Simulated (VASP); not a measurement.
The system is Na2S.

```xyz
3
Lattice="0.0000 3.0761 3.0761 3.0761 0.0000 3.0761 3.0761 3.0761 0.0000" Properties=species:S:1:pos:R:3 pbc="T T T"
S     0.0000    0.0000    0.0000
Na    1.5380    1.5380    1.5380
Na    4.6141    4.6141    4.6141
```

* Program: VASP 6.6.1
* Task: relaxation of cell and atoms
* Functional: PBE
* Potentials or basis: VASP PAW PBE potentials, release 64 (S, Na_pv)
* Cutoff: 500 eV
* k mesh: 6 × 6 × 6
* Occupations: fermi-dirac, width 0.02 eV
* Spin: no spin polarisation

At the start: pressure 8.5 GPa; volume 19.40 Å³/atom.

Where does the relaxation end?

Over 4 steps the energy falls by 91.8 meV/atom and the volume is 23.54 Å³/atom (+21.3 %); space group Fm-3m (No. 225, to 0.05 Å).

Step by step:
```tsv
step	energy change (eV)	largest force (eV/Å)	pressure (GPa)	volume (Å³)
1	0.0000	0.0000	8.46	58.21
2	-0.2604	0.0000	1.54	67.28
3	-0.2747	0.0000	-0.32	71.38
4	-0.2755	0.0000	-0.03	70.63
```

Final structure:
```
S Na
1.0
     0.00000    3.28082    3.28082
     3.28082    0.00000    3.28082
     3.28082    3.28082    0.00000
S Na
1 2
Direct
  0.00000 0.00000 0.00000
  0.25000 0.25000 0.25000
  0.75000 0.75000 0.75000
```

Caveat: the volume moved by over 15 % at a fixed basis, so the end points are rough.
